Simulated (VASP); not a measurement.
# Ta (I4/mmm) in VASP: a series of runs, part 2 of 2

VASP 6.6.1. The steps go on from the part before.

## Step 4: Single point, PBE (volume 18.646 Å^3 an atom, c/a of the conventional cell 1.1270)

File INCAR:

```
ALGO = Normal ; EDIFF = 1E-7
ENCUT = 520 ; GGA = PE
ISIF = 2 ; ISMEAR = 0
LASPH = True ; LCHARG = False
LREAL = False ; LWAVE = False
NBANDS = 12 ; NELM = 60
PREC = Accurate ; SIGMA = 0.15
```

File KPOINTS:

```
k-points
0
Gamma
  20 20 20
```

File POSCAR:

```
Ta
1.0
   -1.6052176420      1.6052176420      1.8090802826
    1.6052176420     -1.6052176420      1.8090802826
    1.6052176420      1.6052176420     -1.8090802826
Ta
1
Direct
    0.0000000000      0.0000000000      0.0000000000
```

Potentials or basis: VASP PAW PBE potentials, release 64 (Ta_pv).

Run with:

```bash
> cat potpaw_PBE.64/Ta_pv/POTCAR > POTCAR
> mpirun -np 1 vasp_std > vasp.out
```

OUTCAR:

```text
EDIFF = 1E-7
   ENCUT = 520
   GGA = PE
   ISIF = 2
   ISMEAR = 0
   LASPH = True
   LREAL = False
   NELM = 60
   PREC = Accurate

 ion  position               nearest neighbor table
   1  0.000  0.000  0.000-

  LATTYP: Found a body centered tetragonal cell.
 ALAT       =     3.2104352840
 C/A-ratio  =     1.1270000000

  Lattice vectors:

 A1 = (  -1.6052176420,   1.6052176420,   1.8090802826)
 A2 = (   1.6052176420,  -1.6052176420,   1.8090802826)
 A3 = (   1.6052176420,   1.6052176420,  -1.8090802826)

Analysis of symmetry for initial positions (statically):
=====================================================================
 Subroutine PRICEL returns:
 Original cell was already a primitive cell.

 Routine SETGRP: Setting up the symmetry group for a
 body centered tetragonal supercell.

 Subroutine GETGRP returns: Found 16 space group operations
 (whereof 16 operations were pure point group operations)
 out of a pool of 16 trial point group operations.

The static configuration has the point symmetry D_4h.

Analysis of symmetry for dynamics (positions and initial velocities):
=====================================================================
 Subroutine PRICEL returns:
 Original cell was already a primitive cell.

 Routine SETGRP: Setting up the symmetry group for a
 body centered tetragonal supercell.

 Subroutine GETGRP returns: Found 16 space group operations
 (whereof 16 operations were pure point group operations)
 out of a pool of 16 trial point group operations.

The dynamic configuration has the point symmetry D_4h.

 Subroutine INISYM returns: Found 16 space group operations
 (whereof 16 operations are pure point group operations),
 and found     1 'primitive' translations

----------------------------------------------------------------------------------------

                                     Primitive cell

  volume of cell :      18.6460

  direct lattice vectors                    reciprocal lattice vectors
    -1.605217642  1.605217642  1.809080283     0.000000000  0.311484242  0.276383533
     1.605217642 -1.605217642  1.809080283     0.311484242  0.000000000  0.276383533
     1.605217642  1.605217642 -1.809080283     0.311484242  0.311484242  0.000000000

  length of vectors
     2.902795002  2.902795002  2.902795002     0.416425612  0.416425612  0.440505239

  position of ions in fractional coordinates (direct lattice)
     0.000000000  0.000000000  0.000000000

  ion indices of the primitive-cell ions
   primitive index   ion index
                 1           1

----------------------------------------------------------------------------------------

 KPOINTS: k-points

Automatic generation of k-mesh.
 Grid dimensions read from file:
 generate k-points for:   20   20   20

 Generating k-lattice:

  Cartesian coordinates                     Fractional coordinates (reciprocal lattice)
     0.000000000  0.015574212  0.013819177     0.050000000  0.000000000  0.000000000
     0.015574212  0.000000000  0.013819177     0.000000000  0.050000000  0.000000000
     0.015574212  0.015574212  0.000000000     0.000000000  0.000000000  0.050000000

  Length of vectors
     0.020821281  0.020821281  0.022025262

  Shift w.r.t. Gamma in fractional coordinates (k-lattice)
     0.000000000  0.000000000  0.000000000

 Subroutine IBZKPT returns following result:
 ===========================================

 Found    641 irreducible k-points:

 Following reciprocal coordinates:
            Coordinates               Weight
  0.000000  0.000000  0.000000      1.000000
  0.050000  0.000000  0.000000      8.000000
  0.100000 -0.000000  0.000000      8.000000
  0.150000  0.000000  0.000000      8.000000
  0.200000 -0.000000  0.000000      8.000000
  0.250000  0.000000  0.000000      8.000000
[... 16 lines left out ...]
 -0.400000  0.050000  0.000000     16.000000
 -0.350000  0.050000  0.000000     16.000000
 [... further k-points ...]
   k-points           NKPTS =    641   k-points in BZ     NKDIM =    641   number of bands    NBANDS=     12
   number of dos      NEDOS =    301   number of ions     NIONS =      1
   total plane-waves  NPLWV =  13824
   dimension x,y,z NGX =    24 NGY =   24 NGZ =   24
   dimension x,y,z NGXF=    48 NGYF=   48 NGZF=   48
   ions per type =               1
   NGX,Y,Z   is equivalent  to a cutoff of  13.75, 13.75, 13.75 a.u.
   NGXF,Y,Z  is equivalent  to a cutoff of  27.49, 27.49, 27.49 a.u.
 SYSTEM =  unknown system
   PREC   = accura    normal or accurate (medium, high low for compatibility)
   ISTART =      0    job   : 0-new  1-cont  2-samecut
   ICHARG =      2    charge: 1-file 2-atom 10-const
   ISPIN  =      1    spin polarized calculation?
   LNONCOLLINEAR =      F non collinear calculations
   LSORBIT =      F    spin-orbit coupling
   LASPH  =      T    aspherical Exc in radial PAW
   ENCUT  =  520.0 eV  38.22 Ry    6.18 a.u.   5.40  5.40  5.40*2*pi/ulx,y,z
   NELM   =     60;   NELMIN=  2; NELMDL= -5     # of ELM steps
   EDIFF  = 0.1E-06   stopping-criterion for ELM
   LREAL  =      F    real-space projection
   EDIFFG = 0.1E-05   stopping-criterion for IOM
   NSW    =      0    number of steps for IOM
   IBRION =     -1    ionic relax: 0-MD 1-quasi-New 2-CG
   NFREE  =      0    steps in history (QN), initial steepest desc. (CG)
   ISIF   =      2    stress and relaxation
   ISYM   =      2    0-nonsym 1-usesym 2-fastsym
   POTIM  = 0.5000    time-step for ionic-motion
   TEBEG  =    0.0;   TEEND  =   0.0 temperature during run
   PSTRESS=    0.0 pullay stress
   NELECT =      11.0000    total number of electrons
   NUPDOWN=      -1.0000    fix difference up-down
   EMIN   =  10.00;   EMAX   =-10.00  energy-range for DOS
   EFERMI =   0.00;   METHOD = LEGACY
   ISMEAR =     0;   SIGMA  =   0.15  broadening in eV -4-tet -1-fermi 0-gaus
   EFERMI_NEDOS =   21; number of points for ismear=-14 and -15
   IALGO  =     38    algorithm
   IMIX   =      4    mixing-type and parameters
     AMIX     =   0.40;   BMIX     =  1.00
     AMIX_MAG =   1.60;   BMIX_MAG =  1.00
  volume/ion in A,a.u.               =      18.65       125.83
  Fermi-wavevector in a.u.,A,eV,Ry     =   1.373021  2.594633 25.649520  1.885187
  Thomas-Fermi vector in A             =   2.498576
   LORBIT       =      0    0 simple, 1 ext, 2 COOP (PROOUT), +10 PAW based schemes
   GGA     = PE    functional components
   LHFCALC =     F    Hartree Fock is set to
   AEXX    =    0.0000 exact exchange contribution
   IVDW    =     0    specifies the selected vdW correction
   LEPSILON=     F    determine dielectric tensor
   LRPA    =     F    only Hartree local field effects (RPA)
 non-spin polarized calculation
 Gauss-broadening in eV      SIGMA  =   0.15
  energy-cutoff  :      520.00
  volume of cell :       18.65
 maximum number of plane-waves:       514
 NGX is ok and might be reduce to    24
   NGX = 11   NGY = 11   NGZ = 11

 number of electron      11.0000000 magnetization

 Free energy of the ion-electron system (eV)
  ---------------------------------------------------
  ext. energy  EPLUGINS =         0.00000000
  ---------------------------------------------------
  free energy    TOTEN  =       -11.76493429 eV

  energy without entropy =      -11.74920355  energy(sigma->0) =      -11.75706892

 E-fermi :   5.2792     XC(G=0): -12.4412

 val. band max:        5.2789327347   @ k =   0.0500   0.0500   0.0500
 cond. band min:       5.2796272285   @ k =  -0.1500  -0.2500   0.0500
 fundamental gap:      0.0006944938
 Fermi energy:         5.2792131647

 k-point     1 :       0.0000    0.0000    0.0000
  band No.  band energies     occupation
      1     -28.0064      2.00000
      2     -27.9930      2.00000
      3     -27.9930      2.00000
      4      -2.5729      2.00000
      5       5.6377      0.00073
      6       5.6377      0.00073
      7       6.9670      0.00000
      8       8.0574      0.00000
      9       9.8068      0.00000
     10      18.8967      0.00000
     11      19.7851      0.00000
     12      20.8781      0.00000
[... 331 lines left out ...]
 k-point    24 :      -0.3500    0.0500    0.0000
  band No.  band energies     occupation
      1     -28.7870      2.00000
      2     -28.2100      2.00000
      3     -28.0209      2.00000
      4       0.5316      2.00000
      5       4.7615      2.00000
      6       4.9737      1.99603
      7       7.9039      0.00000
      8       9.7791      0.00000
      9      10.0979      0.00000
     10      18.1758      0.00000
     11      19.5226      0.00000
     12      19.8159      0.00000

 [... further k-points ...]
[... 5 lines left out ...]
  --------------------------------------------------------------------------------------
  -------------------------------------------------------------------------------------
  Total        0.1120335      0.1120335     -1.0811346      0.0000000      0.0000000      0.0000000
  in kB        9.6265937      9.6265937    -92.8976369      0.0000000      0.0000000      0.0000000
  external PRESSURE =     -24.5481499 kB  Pullay stress =       0.0000000 kB

 VOLUME and BASIS-vectors are now :
 -----------------------------------------------------------------------------
  energy-cutoff  :      520.00
  volume of cell :       18.65
      direct lattice vectors                 reciprocal lattice vectors
    -1.605217642  1.605217642  1.809080283     0.000000000  0.311484242  0.276383533
     1.605217642 -1.605217642  1.809080283     0.311484242  0.000000000  0.276383533
     1.605217642  1.605217642 -1.809080283     0.311484242  0.311484242  0.000000000

 POSITION                                       TOTAL-FORCE (eV/Angst)
 -----------------------------------------------------------------------------------
      0.00000      0.00000      0.00000         0.000000      0.000000      0.000000
 -----------------------------------------------------------------------------------
    total drift:                                0.000000      0.000000      0.000000

  FREE ENERGIE OF THE ION-ELECTRON SYSTEM (eV)
  ---------------------------------------------------
  free  energy   TOTEN  =       -11.7649342904 eV

  energy  without entropy=      -11.7492035515  energy(sigma->0) =      -11.75706892
```

OSZICAR:

```text
N       E                     dE             d eps       ncg     rms          rms(c)
DAV:   1     0.619559978613E+02    0.61956E+02   -0.60875E+03 15408   0.869E+02
DAV:   2    -0.111756997340E+02   -0.73132E+02   -0.71261E+02 17184   0.245E+02
DAV:   3    -0.122493141415E+02   -0.10736E+01   -0.10636E+01 18572   0.279E+01
DAV:   4    -0.122522852694E+02   -0.29711E-02   -0.29707E-02 17000   0.164E+00
DAV:   5    -0.122522956311E+02   -0.10362E-04   -0.10362E-04 18608   0.925E-02    0.126E+01
DAV:   6    -0.118759101762E+02    0.37639E+00   -0.30823E-01 18308   0.597E+00    0.606E+00
DAV:   7    -0.117658555244E+02    0.11005E+00   -0.27254E-01 17948   0.518E+00    0.379E-01
DAV:   8    -0.117649823123E+02    0.87321E-03   -0.79868E-03 17208   0.753E-01    0.167E-01
DAV:   9    -0.117649416466E+02    0.40666E-04   -0.18176E-04 18116   0.142E-01    0.268E-02
DAV:  10    -0.117649342330E+02    0.74137E-05   -0.47284E-06 17136   0.227E-02    0.259E-03
DAV:  11    -0.117649344035E+02   -0.17050E-06   -0.19801E-07 17272   0.487E-03    0.494E-04
DAV:  12    -0.117649342749E+02    0.12855E-06   -0.34170E-09  9448   0.664E-04    0.842E-05
DAV:  13    -0.117649342904E+02   -0.15444E-07   -0.27131E-10  8416   0.192E-04
   1 F= -.11764934E+02 E0= -.11757069E+02  d E =-.157307E-01
```

stdout:

```text
POSCAR found type information on POSCAR Ta
 POSCAR found :  1 types and       1 ions
 scaLAPACK will be used
 LDA part: xc-table for (Slater+PW92), standard interpolation
 POSCAR, INCAR and KPOINTS ok, starting setup
 FFT: planning ... GRIDC
 FFT: planning ... GRID_SOFT
 FFT: planning ... GRID
 WAVECAR not read
 entering main loop
```

Run time: 4.7 min. Hardware: 1 thread of AMD EPYC 7R13, shared host; peak memory 0.23 GiB.

Results:

| Property | Result |
| --- | --- |
| Free energy | -11.7649 eV |
| Pressure | -2.5 GPa |

Stress tensor (GPa, compression positive):
```
 0.96  0.00  0.00
 0.00  0.96  0.00
 0.00  0.00 -9.29
```

Levels at points of the mesh, in eV from the Fermi level:
```
           k point  band 2  band 3  band 4  band 5  band 6  band 7  band 8  band 9
(0.00, 0.00, 0.00)  -33.27  -33.27   -7.85    0.36    0.36    1.69    2.78    4.53
(0.50, 0.00, 0.00)  -33.56  -33.29   -4.32   -0.94    1.15    2.54    4.98    7.12
(0.50, 0.50, 0.00)  -33.68  -33.36   -4.24   -2.36    1.96    4.91    5.35    7.54
(0.50, 0.50, 0.50)  -33.90  -33.90   -3.85   -3.48    6.23    6.34    6.66    6.66
```

Caveat: spin-orbit coupling is left out, which moves the levels of the heavy elements.

## Step 5: Single point, PBE (volume 18.646 Å^3 an atom, c/a of the conventional cell 1.1964)

File INCAR:

```
ALGO     = Normal         # electronic algorithm
EDIFF    = 1E-6           # SCF threshold, eV
ENCUT    = 520            # plane-wave cutoff, eV
GGA      = PE             # functional
ISIF     = 2              # what is computed and relaxed
ISMEAR   = 0              # smearing method
LASPH    = True           # aspherical terms in the spheres
LCHARG   = False          # write CHGCAR
LREAL    = False          # projectors in reciprocal space
LWAVE    = False          # write WAVECAR
NBANDS   = 12             # bands
NELM     = 100            # most SCF steps
PREC     = Accurate       # precision mode
SIGMA    = 0.15           # smearing width, eV
```

KPOINTS is that of step 4.

File POSCAR:

```
Ta
1.0
   -1.5735592300      1.5735592300      1.8826062627
    1.5735592300     -1.5735592300      1.8826062627
    1.5735592300      1.5735592300     -1.8826062627
Ta
1
Direct
    0.0000000000      0.0000000000      0.0000000000
```

Potentials or basis: VASP PAW PBE potentials, release 64 (Ta_pv).

Run with:

```bash
> cat potpaw_PBE.64/Ta_pv/POTCAR > POTCAR
> mpirun -np 1 vasp_std > vasp.out
```

OUTCAR:

```text
EDIFF = 1E-6
   ENCUT = 520
   GGA = PE
   ISIF = 2
   ISMEAR = 0
   LASPH = True
   LREAL = False
   NELM = 100
   PREC = Accurate

 ion  position               nearest neighbor table
   1  0.000  0.000  0.000-

  LATTYP: Found a body centered tetragonal cell.
 ALAT       =     3.1471184600
 C/A-ratio  =     1.1964000000

  Lattice vectors:

 A1 = (  -1.5735592300,   1.5735592300,   1.8826062627)
 A2 = (   1.5735592300,  -1.5735592300,   1.8826062627)
[... 532 lines left out ...]
      4       0.5150      2.00000
      5       4.9543      1.99992
      6       5.0668      1.99604
      7       7.4500      0.00000
      8       9.8011      0.00000
      9      10.1737      0.00000
     10      17.7070      0.00000
     11      19.7440      0.00000
     12      19.9507      0.00000

 [... further k-points ...]
[... 5 lines left out ...]
  --------------------------------------------------------------------------------------
  -------------------------------------------------------------------------------------
  Total        0.3873320      0.3873320     -1.1869635      0.0000000     -0.0000000      0.0000000
  in kB       33.2819090     33.2819090   -101.9911016      0.0000000     -0.0000000      0.0000000
  external PRESSURE =     -11.8090945 kB  Pullay stress =       0.0000000 kB

 VOLUME and BASIS-vectors are now :
 -----------------------------------------------------------------------------
  energy-cutoff  :      520.00
  volume of cell :       18.65
      direct lattice vectors                 reciprocal lattice vectors
    -1.573559230  1.573559230  1.882606263     0.000000000  0.317750988  0.265589258
     1.573559230 -1.573559230  1.882606263     0.317750988  0.000000000  0.265589258
     1.573559230  1.573559230 -1.882606263     0.317750988  0.317750988  0.000000000

 POSITION                                       TOTAL-FORCE (eV/Angst)
 -----------------------------------------------------------------------------------
      0.00000      0.00000      0.00000        -0.000000      0.000000     -0.000000
 -----------------------------------------------------------------------------------
    total drift:                                0.000000      0.000000      0.000000

  FREE ENERGIE OF THE ION-ELECTRON SYSTEM (eV)
  ---------------------------------------------------
  free  energy   TOTEN  =       -11.7089129694 eV

  energy  without entropy=      -11.6936196388  energy(sigma->0) =      -11.70126630
```

stdout:

```text
POSCAR found type information on POSCAR Ta
 POSCAR found :  1 types and       1 ions
 scaLAPACK will be used
 LDA part: xc-table for (Slater+PW92), standard interpolation
 POSCAR, INCAR and KPOINTS ok, starting setup
 FFT: planning ... GRIDC
 FFT: planning ... GRID_SOFT
 FFT: planning ... GRID
 WAVECAR not read
 entering main loop
```

Wall time 5.6 min (1 thread of AMD EPYC 7R13, shared host); peak memory 0.22 GiB.

Results:

* Free energy: -11.7089 eV
* Pressure: -1.2 GPa

Levels at points of the mesh, in eV from the Fermi level:
| k point | band 3 | band 4 | band 5 | band 6 | band 7 | band 8 |
| --- | --- | --- | --- | --- | --- | --- |
| (0.00, 0.00, 0.00) | -33.37 | -7.95 | 0.25 | 0.25 | 2.14 | 2.15 |
| (0.50, 0.00, 0.00) | -33.40 | -4.42 | -0.69 | 0.99 | 1.84 | 5.19 |
| (0.50, 0.50, 0.00) | -33.51 | -4.30 | -2.75 | 2.18 | 5.34 | 5.63 |
| (0.50, 0.50, 0.50) | -33.93 | -4.02 | -3.46 | 5.36 | 6.05 | 6.65 |

Caveat: spin-orbit coupling is left out, which moves the levels of the heavy elements.

## Step 6: Single point, PBE (volume 18.646 Å^3 an atom, c/a of the conventional cell 1.3484)

File INCAR:

```
PREC = Accurate
ENCUT = 520
EDIFF = 1E-7
ISMEAR = 0
SIGMA = 0.15
LREAL = F
LASPH = T
NELM = 60
ALGO = Normal
ISIF = 2
LWAVE = F
LCHARG = T
GGA = PE
LELF = T
LVHAR = T
NBANDS = 12
```

File KPOINTS:

```
Automatic mesh
0
Gamma
  20 20 20
```

File POSCAR:

```
Ta
1.0
   -1.5120598497      1.5120598497      2.0388615014
    1.5120598497     -1.5120598497      2.0388615014
    1.5120598497      1.5120598497     -2.0388615014
Ta
1
Direct
    0.0000000000      0.0000000000      0.0000000000
```

Potentials or basis: VASP PAW PBE potentials, release 64 (Ta_pv).

Run with:

```bash
> cat potpaw_PBE.64/Ta_pv/POTCAR > POTCAR
> mpirun -np 1 vasp_std > vasp.out
```

Run time: 4.8 min. Hardware: 1 thread of AMD EPYC 7R13, shared host; peak memory 0.23 GiB.

The run converged. Its results:

```yaml
Free_energy: -11.5921 eV
Pressure: 1.5 GPa
```

Stress tensor (GPa, compression positive):
```
 3.93  0.00  0.00
 0.00  3.93  0.00
 0.00  0.00 -3.32
```

Levels at points of the mesh, in eV from the Fermi level:
```tsv
k point	band 1	band 2	band 3	band 4	band 5	band 6	band 7	band 8	band 9	band 10
(0.00, 0.00, 0.00)	-33.58	-33.58	-33.58	-8.14	0.28	0.28	0.88	3.05	3.88	12.53
(0.50, 0.00, 0.00)	-34.62	-33.75	-33.69	-4.63	-0.10	0.59	0.72	5.63	6.05	10.15
(0.50, 0.50, 0.00)	-34.55	-33.98	-33.88	-4.44	-3.30	2.66	5.79	6.21	6.83	11.08
(0.50, 0.50, 0.50)	-34.56	-34.01	-34.01	-4.36	-3.43	3.53	5.81	6.54	6.54	10.68
```

Caveat: spin-orbit coupling is left out, which moves the levels of the heavy elements.

## Step 7: The runs side by side

```tsv
cell	gap on the mesh (eV)	pressure (GPa)
a = 2.940 Å, angles 106.4, 106.4, 115.8°, 1 atom	none	-8.9
a = 2.940 Å, angles 112.9, 112.9, 102.9°, 1 atom	none	-9.0
a = 2.903 Å, angles 112.9, 112.9, 102.9°, 1 atom	none	-2.5
a = 2.915 Å, angles 114.7, 114.7, 99.5°, 1 atom	none	-1.2
a = 2.955 Å, angles 118.4, 118.4, 92.7°, 1 atom	none	1.5
```

Alike in all rows: task single point; level PBE; potentials or basis VASP PAW PBE potentials, release 64 (Ta_pv); no spin polarisation; k mesh 20 × 20 × 20; cutoff (eV) 520; smearing gaussian 0.15 eV.

Caveats: spin-orbit coupling is left out, which moves the levels of the heavy elements.

Absolute energies hang on the potentials; compare differences alone.
